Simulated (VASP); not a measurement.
# HfN (Imm2) in VASP: further runs

The runs below take HfN through single point, with PBE.

All numbers are computed with VASP 6.6.1; they aren't measurements. Logs are shortened: lines on timing, memory, paths and dates and some standing lists are left out, and cuts for length are marked.

### Step 1. The cell of the first run

It takes space group Imm2 (No. 44, orthorhombic). Conventional cell: a = 3.195 Å, b = 4.518 Å, c = 3.195 Å, α = 90.00°, β = 90.00°, γ = 90.00°. Within 2.8 Å of Hf (site symmetry mm2) lie 6 N at 2.12 to 2.40 Å. Within 2.8 Å of N (site symmetry mm2) lie 6 Hf at 2.12 to 2.40 Å.

### Step 2. Single point, PBE

INCAR reads:

```
PREC = Accurate
ENCUT = 520
EDIFF = 1E-6
ISMEAR = 0
SIGMA = 0.15
LREAL = False
LASPH = True
NELM = 100
ALGO = Normal
ISIF = 2
LWAVE = False
LCHARG = True
GGA = PE
LELF = True
LVHAR = True
NBANDS = 14
```

KPOINTS reads:

```
regular mesh
0
Gamma
  18 18 18
```

POSCAR reads:

```
HfN
1.0
    0.0000000000      2.2590000000      2.2590000000
    2.2590000000      0.0000000000      2.2590000000
    2.2590000000      2.2590000000      0.0000000000
Hf N
1 1
Direct
    0.0000000000      0.0000000000      0.0000000000
    0.5626035220      0.5000000000      0.5000000000
```

Potentials or basis: VASP PAW PBE potentials, release 64 (Hf_pv, N).

Command:

```sh
$ cat potpaw_PBE.64/Hf_pv/POTCAR potpaw_PBE.64/N/POTCAR > POTCAR
$ mpirun -np 1 vasp_std > vasp.out
```

OUTCAR:

```text
PREC = Accurate
   ENCUT = 520
   EDIFF = 1E-6
   ISMEAR = 0
   LREAL = False
   LASPH = True
   NELM = 100
   ISIF = 2
   GGA = PE

 ion  position               nearest neighbor table
   1  0.000  0.000  0.000-   2 2.12   2 2.12   2 2.27   2 2.27   2 2.40   2 2.40
   2  0.563  0.500  0.500-   1 2.12   1 2.12   1 2.27   1 2.27   1 2.40   1 2.40

  LATTYP: Found a face centered cubic cell.
 ALAT       =     4.5180000000

  Lattice vectors:

 A1 = (   0.0000000000,   2.2590000000,   2.2590000000)
 A2 = (   2.2590000000,   0.0000000000,   2.2590000000)
 A3 = (   2.2590000000,   2.2590000000,   0.0000000000)

Analysis of symmetry for initial positions (statically):
=====================================================================
 Subroutine PRICEL returns:
 Original cell was already a primitive cell.

 Routine SETGRP: Setting up the symmetry group for a
 face centered cubic supercell.

 Subroutine GETGRP returns: Found  4 space group operations
 (whereof  4 operations were pure point group operations)
 out of a pool of 48 trial point group operations.

The static configuration has the point symmetry C_2v.

Analysis of symmetry for dynamics (positions and initial velocities):
=====================================================================
 Subroutine PRICEL returns:
 Original cell was already a primitive cell.

 Routine SETGRP: Setting up the symmetry group for a
 face centered cubic supercell.

 Subroutine GETGRP returns: Found  4 space group operations
 (whereof  4 operations were pure point group operations)
 out of a pool of 48 trial point group operations.

The dynamic configuration has the point symmetry C_2v.

 Subroutine INISYM returns: Found  4 space group operations
 (whereof  4 operations are pure point group operations),
 and found     1 'primitive' translations

----------------------------------------------------------------------------------------

                                     Primitive cell

  volume of cell :      23.0557

  direct lattice vectors                    reciprocal lattice vectors
     0.000000000  2.259000000  2.259000000    -0.221336875  0.221336875  0.221336875
     2.259000000  0.000000000  2.259000000     0.221336875 -0.221336875  0.221336875
     2.259000000  2.259000000  0.000000000     0.221336875  0.221336875 -0.221336875

  length of vectors
     3.194708437  3.194708437  3.194708437     0.383366713  0.383366713  0.383366713

  position of ions in fractional coordinates (direct lattice)
     0.000000000  0.000000000  0.000000000
     0.562603522  0.500000000  0.500000000

  ion indices of the primitive-cell ions
   primitive index   ion index
                 1           1
                 2           2

----------------------------------------------------------------------------------------

 KPOINTS: regular mesh

Automatic generation of k-mesh.
 Grid dimensions read from file:
 generate k-points for:   18   18   18

 Generating k-lattice:

  Cartesian coordinates                     Fractional coordinates (reciprocal lattice)
    -0.012296493  0.012296493  0.012296493     0.055555556  0.000000000  0.000000000
     0.012296493 -0.012296493  0.012296493     0.000000000  0.055555556  0.000000000
     0.012296493  0.012296493 -0.012296493     0.000000000  0.000000000  0.055555556

  Length of vectors
     0.021298151  0.021298151  0.021298151

  Shift w.r.t. Gamma in fractional coordinates (k-lattice)
     0.000000000  0.000000000  0.000000000

 Subroutine IBZKPT returns following result:
 ===========================================

 Found    865 irreducible k-points:

 Following reciprocal coordinates:
            Coordinates               Weight
  0.000000  0.000000  0.000000      1.000000
  0.055556  0.000000  0.000000      4.000000
  0.000000  0.055556  0.000000      4.000000
  0.111111  0.000000  0.000000      4.000000
  0.000000  0.111111  0.000000      4.000000
  0.166667  0.000000  0.000000      4.000000
[... 16 lines left out ...]
  0.000000  0.111111  0.055556      4.000000
  0.055556  0.000000  0.111111      8.000000
 [... further k-points ...]
   k-points           NKPTS =    865   k-points in BZ     NKDIM =    865   number of bands    NBANDS=     14
   number of dos      NEDOS =    301   number of ions     NIONS =      2
   total plane-waves  NPLWV =  13824
   dimension x,y,z NGX =    24 NGY =   24 NGZ =   24
   dimension x,y,z NGXF=    48 NGYF=   48 NGZF=   48
   ions per type =               1   1
   NGX,Y,Z   is equivalent  to a cutoff of  12.49, 12.49, 12.49 a.u.
   NGXF,Y,Z  is equivalent  to a cutoff of  24.98, 24.98, 24.98 a.u.
 SYSTEM =  unknown system
   PREC   = accura    normal or accurate (medium, high low for compatibility)
   ISTART =      0    job   : 0-new  1-cont  2-samecut
   ICHARG =      2    charge: 1-file 2-atom 10-const
   ISPIN  =      1    spin polarized calculation?
   LNONCOLLINEAR =      F non collinear calculations
   LSORBIT =      F    spin-orbit coupling
   LASPH  =      T    aspherical Exc in radial PAW
   ENCUT  =  520.0 eV  38.22 Ry    6.18 a.u.   5.94  5.94  5.94*2*pi/ulx,y,z
   NELM   =    100;   NELMIN=  2; NELMDL= -5     # of ELM steps
   EDIFF  = 0.1E-05   stopping-criterion for ELM
   LREAL  =      F    real-space projection
   EDIFFG = 0.1E-04   stopping-criterion for IOM
   NSW    =      0    number of steps for IOM
   IBRION =     -1    ionic relax: 0-MD 1-quasi-New 2-CG
   NFREE  =      0    steps in history (QN), initial steepest desc. (CG)
   ISIF   =      2    stress and relaxation
   ISYM   =      2    0-nonsym 1-usesym 2-fastsym
   POTIM  = 0.5000    time-step for ionic-motion
   TEBEG  =    0.0;   TEEND  =   0.0 temperature during run
   PSTRESS=    0.0 pullay stress
   NELECT =      15.0000    total number of electrons
   NUPDOWN=      -1.0000    fix difference up-down
   EMIN   =  10.00;   EMAX   =-10.00  energy-range for DOS
   EFERMI =   0.00;   METHOD = LEGACY
   ISMEAR =     0;   SIGMA  =   0.15  broadening in eV -4-tet -1-fermi 0-gaus
   EFERMI_NEDOS =   21; number of points for ismear=-14 and -15
   IALGO  =     38    algorithm
   IMIX   =      4    mixing-type and parameters
     AMIX     =   0.40;   BMIX     =  1.00
     AMIX_MAG =   1.60;   BMIX_MAG =  1.00
  volume/ion in A,a.u.               =      11.53        77.79
  Fermi-wavevector in a.u.,A,eV,Ry     =   1.418553  2.680677 27.378918  2.012294
  Thomas-Fermi vector in A             =   2.539667
   LORBIT       =      0    0 simple, 1 ext, 2 COOP (PROOUT), +10 PAW based schemes
   GGA     = PE    functional components
   LHFCALC =     F    Hartree Fock is set to
   AEXX    =    0.0000 exact exchange contribution
   IVDW    =     0    specifies the selected vdW correction
   LEPSILON=     F    determine dielectric tensor
   LRPA    =     F    only Hartree local field effects (RPA)
 non-spin polarized calculation
 Gauss-broadening in eV      SIGMA  =   0.15
  energy-cutoff  :      520.00
  volume of cell :       23.06
 maximum number of plane-waves:       636
   NGX = 11   NGY = 11   NGZ = 11

 number of electron      15.0000000 magnetization

 Free energy of the ion-electron system (eV)
  ---------------------------------------------------
  ext. energy  EPLUGINS =         0.00000000
  ---------------------------------------------------
  free energy    TOTEN  =       -21.52417515 eV

  energy without entropy =      -21.51747088  energy(sigma->0) =      -21.52082302

 E-fermi :   8.3568     XC(G=0): -12.7153

 val. band max:        8.3560362996   @ k =   0.0000   0.2222   0.0000
 cond. band min:       8.3595923432   @ k =   0.1111   0.0556   0.3333
 fundamental gap:      0.0035560437
 Fermi energy:         8.3567945032

 k-point     1 :       0.0000    0.0000    0.0000
  band No.  band energies     occupation
      1     -22.7553      2.00000
      2     -22.7278      2.00000
      3     -22.7105      2.00000
      4      -9.1290      2.00000
      5       4.7442      2.00000
      6       4.8382      2.00000
      7       4.9197      2.00000
      8       8.0427      1.99693
      9       8.6238      0.01183
     10       8.7036      0.00108
     11      10.0864      0.00000
     12      10.6531      0.00000
     13      10.9838      0.00000
     14      17.8597      0.00000

 k-point     2 :       0.0556    0.0000    0.0000
  band No.  band energies     occupation
      1     -22.7812      2.00000
      2     -22.7305      2.00000
      3     -22.7193      2.00000
      4      -9.0586      2.00000
      5       4.4145      2.00000
      6       4.7744      2.00000
      7       4.8241      2.00000
      8       8.1343      1.96410
      9       8.5730      0.04149
     10       8.7071      0.00096
     11      10.3359      0.00000
     12      10.9488      0.00000
     13      11.1984      0.00000
     14      18.1082      0.00000

 k-point     3 :       0.0000    0.0556    0.0000
  band No.  band energies     occupation
      1     -22.7664      2.00000
      2     -22.7485      2.00000
      3     -22.7171      2.00000
      4      -9.0568      2.00000
      5       4.3343      2.00000
      6       4.7453      2.00000
      7       4.9971      2.00000
      8       8.0331      1.99773
      9       8.5434      0.07854
     10       8.7362      0.00035
     11      10.3111      0.00000
     12      10.9085      0.00000
     13      11.3020      0.00000
     14      18.1024      0.00000
[... 324 lines left out ...]
 k-point    23 :       0.0000    0.1111    0.0556
  band No.  band energies     occupation
      1     -22.8219      2.00000
      2     -22.7713      2.00000
      3     -22.7348      2.00000
      4      -8.8792      2.00000
      5       3.6689      2.00000
      6       4.5202      2.00000
      7       4.8788      2.00000
      8       8.0474      1.99647
      9       8.6087      0.01757
     10       8.8278      0.00001
     11      10.6185      0.00000
     12      11.4056      0.00000
     13      12.1773      0.00000
     14      18.7232      0.00000

 k-point    24 :       0.0556    0.0000    0.1111
  band No.  band energies     occupation
      1     -22.8338      2.00000
      2     -22.7647      2.00000
      3     -22.7312      2.00000
      4      -8.8736      2.00000
      5       3.6904      2.00000
      6       4.5326      2.00000
      7       4.8380      2.00000
      8       7.8501      2.00000
      9       8.7030      0.00110
     10       9.0708      0.00000
     11      10.5818      0.00000
     12      11.1281      0.00000
     13      12.3653      0.00000
     14      18.7180      0.00000

 [... further k-points ...]
[... 5 lines left out ...]
  --------------------------------------------------------------------------------------
  -------------------------------------------------------------------------------------
  Total        0.4872366      1.5632912      1.5632912      0.0000000     -0.1839602      0.0000000
  in kB       33.8588166    108.6355040    108.6355040      0.0000000    -12.7836791      0.0000000
  external PRESSURE =      83.7099415 kB  Pullay stress =       0.0000000 kB

 VOLUME and BASIS-vectors are now :
 -----------------------------------------------------------------------------
  energy-cutoff  :      520.00
  volume of cell :       23.06
      direct lattice vectors                 reciprocal lattice vectors
     0.000000000  2.259000000  2.259000000    -0.221336875  0.221336875  0.221336875
     2.259000000  0.000000000  2.259000000     0.221336875 -0.221336875  0.221336875
     2.259000000  2.259000000  0.000000000     0.221336875  0.221336875 -0.221336875

 POSITION                                       TOTAL-FORCE (eV/Angst)
 -----------------------------------------------------------------------------------
      0.00000      0.00000      0.00000         0.000000      1.642895      1.642895
      2.25900      2.40042      2.40042        -0.000000     -1.642895     -1.642895
 -----------------------------------------------------------------------------------
    total drift:                                0.000000     -0.000027     -0.000027

  FREE ENERGIE OF THE ION-ELECTRON SYSTEM (eV)
  ---------------------------------------------------
  free  energy   TOTEN  =       -21.5241751497 eV

  energy  without entropy=      -21.5174708832  energy(sigma->0) =      -21.52082302
```

It took 93 s on 1 thread of Intel Xeon 6975P-C (Granite Rapids), shared host; peak memory 0.39 GiB.

What came out:

- Free energy: -21.5242 eV
- Pressure: 8.4 GPa
- Largest force: 2.323 eV/Å

Forces on the atoms (eV/Å):
```
Hf   0.000  1.643  1.643
N    0.000 -1.643 -1.643
```

Stress tensor (GPa, compression positive):
```
 3.39  0.00  0.00
 0.00 10.86 -1.28
 0.00 -1.28 10.86
```

Caveat: the cell differs from its parent crystal (all N atoms moved -0.200 Å, as atom 2 towards its neighbour atom 2 (N) at 3.195 Å); spin-orbit coupling is left out, which moves the levels of the heavy elements; forces of over 1 eV/Å act on the atoms, so gaps and moduli don't describe the material at rest.

### Step 3. Single point, PBE

INCAR reads:

```
PREC = Accurate
ENCUT = 520
EDIFF = 1E-6
ISMEAR = 0
SIGMA = 0.15
LREAL = F
LASPH = T
NELM = 60
ALGO = Normal
ISIF = 2
LWAVE = F
LCHARG = F
GGA = PE
NBANDS = 14
```

KPOINTS reads:

```
Automatic mesh
0
Gamma
  18 18 18
```

Edit POSCAR of step 2 so:

```diff
@@ -9,2 +9,2 @@
     0.0000000000      0.0000000000      0.0000000000
-    0.5626035220      0.5000000000      0.5000000000
+    0.4530473585      0.5000000000      0.5000000000
```

Potentials or basis: VASP PAW PBE potentials, release 64 (Hf_pv, N).

Command:

```sh
$ cat potpaw_PBE.64/Hf_pv/POTCAR potpaw_PBE.64/N/POTCAR > POTCAR
$ mpirun -np 1 vasp_std > vasp.out
```

Run time: 81 s. Hardware: 1 thread of Intel Xeon 6975P-C (Granite Rapids), shared host; peak memory 0.39 GiB.

Results (log left out):

```
Free energy   : -21.6258 eV
Pressure      : 6.1 GPa
Largest force : 1.745 eV/Å
```

Forces in eV/Å, atoms in the order of the input:
```
Hf   0.000 -1.234 -1.234
N    0.000  1.234  1.234
```

Stress tensor (GPa, compression positive):
```
 3.23  0.00  0.00
 0.00  7.47 -0.72
 0.00 -0.72  7.47
```

Levels at points of the mesh, in eV from the Fermi level:
```tsv
k point	band 4	band 5	band 6	band 7	band 8	band 9	band 10	band 11	band 12	band 13
(0.00, 0.00, 0.00)	-17.50	-3.39	-3.33	-3.27	-0.33	0.04	0.07	1.76	2.14	2.35
(0.50, 0.00, 0.00)	-14.83	-8.83	-6.21	-6.16	3.13	3.69	3.80	4.60	8.69	8.94
(0.00, 0.50, 0.00)	-14.80	-8.86	-6.14	-6.05	3.20	3.42	3.71	4.44	8.49	8.81
(0.50, 0.50, 0.00)	-16.38	-5.38	-4.51	-3.72	-2.93	4.20	5.44	5.53	5.54	7.30
(0.00, 0.50, 0.50)	-16.39	-5.42	-4.80	-3.78	-2.57	4.24	5.43	5.54	5.56	8.05
```

Caveat: the cell differs from its parent crystal (all N atoms moved +0.150 Å, as atom 2 towards its neighbour atom 2 (N) at 3.195 Å); spin-orbit coupling is left out, which moves the levels of the heavy elements; forces of over 1 eV/Å act on the atoms, so gaps and moduli don't describe the material at rest.
